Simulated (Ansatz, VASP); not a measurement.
## One calculation of Pt, two programs

```
Pt
1.0
     2.62061    0.00000    0.00000
    -1.31031    2.26952    0.00000
     0.00000    0.00000    4.78138
Pt
2
Cartesian
  1.3103 0.7565 3.5860
  0.0000 1.5130 1.1953
```

Change from the starting cell: normal strain along x -0.0500, normal strain along y -0.0500.

Alike in both runs: task single point; functional PBE; k mesh 18 × 18 × 10; occupations gaussian, width 0.15 eV; no spin polarisation.

```csv
,VASP,Ansatz
version,VASP 6.6.1,Ansatz 0.2.0
potentials or method,"VASP PAW PBE potentials, release 64 (Pt), cutoff 520 eV","scalar-relativistic, plane waves, PAW"
valence electrons in the cell,20,36
```

```tsv
	VASP	Ansatz	Ansatz less VASP
gap on the k mesh at the Fermi level (eV)	none	none	-
pressure (GPa)	35.5	36.1	+0.60
traceless stress, the component that is largest in VASP (GPa)	-16.21	-16.26	-0.046
```

A gap of «none» marks a metal or a gap that the smearing closes. Both programs put the cell under a high pressure, so it lies far from rest at this level. VASP's potentials hold 20 valence electrons a cell and Ansatz's 36, so a difference there can come from the potentials and not from the codes.

Spin-orbit coupling is off throughout.
